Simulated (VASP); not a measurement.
Here is a VASP 6.6.1 calculation.

Contents of INCAR:

```
  PREC = Accurate
  ENCUT = 520
  EDIFF = 1E-7
  ISMEAR = -1
  SIGMA = 0.05
  LREAL = Auto
  LASPH = T
  NELM = 60
  ALGO = Normal
  ISIF = 2
  LWAVE = F
  LCHARG = T
  GGA = PE
  IVDW = 12
  LELF = T
  LVHAR = T
  NBANDS = 104
```

Contents of KPOINTS:

```
Automatic mesh
0
Gamma
  2 3 1
```

File POSCAR:

```
Cu16B
1.0
    7.2200000000      0.0000000000      0.0000000000
    0.0000000000      5.1053110000      0.0000000000
    0.0000000000      0.0000000000     14.8289830000
Cu B
16 1
Direct
    0.2500000000      0.2499945645      0.0674355079
    0.7500000000      0.2499945645      0.0674355079
    0.2500000000      0.7500032809      0.0674355079
    0.7500000000      0.7500032809      0.0674355079
   -0.0166481994     -0.0800147141      0.1384181235
    0.5052631579      0.0030360540      0.1405490855
    0.0054016620      0.4450071700      0.1520805574
    0.4962188366      0.5205363591      0.1618182447
    0.2475207756      0.2490543671      0.2269002534
    0.7483379501      0.2247659349      0.2178773824
    0.2263296399      0.7485342225      0.2334752154
    0.7552908587      0.6909471333      0.2484728723
   -0.0317867036      0.0321625852      0.3074587111
    0.4973822715     -0.0061504578      0.3090771633
    0.0179224377      0.5140725021      0.3330437428
    0.5010941828      0.4602853773      0.3435906562
    0.7539058172      0.2834499211      0.3455260553
```

Potentials or basis: VASP PAW PBE potentials, release 64 (Cu, B).

Launch:

```sh
$ cat potpaw_PBE.64/Cu/POTCAR potpaw_PBE.64/B/POTCAR > POTCAR
$ mpirun -np 1 vasp_std > vasp.out
```

(1) What does it give for the largest force?

(2) Predict the dispersion energy per atom.

## Answers

(1) 2.117 eV/Å.

(2) -0.335 eV.

Caveat: the k points lie up to 0.44 Å⁻¹ apart, too coarse for converged energies and pressures of a metal; there is no dipole correction, which matters where the two faces differ.
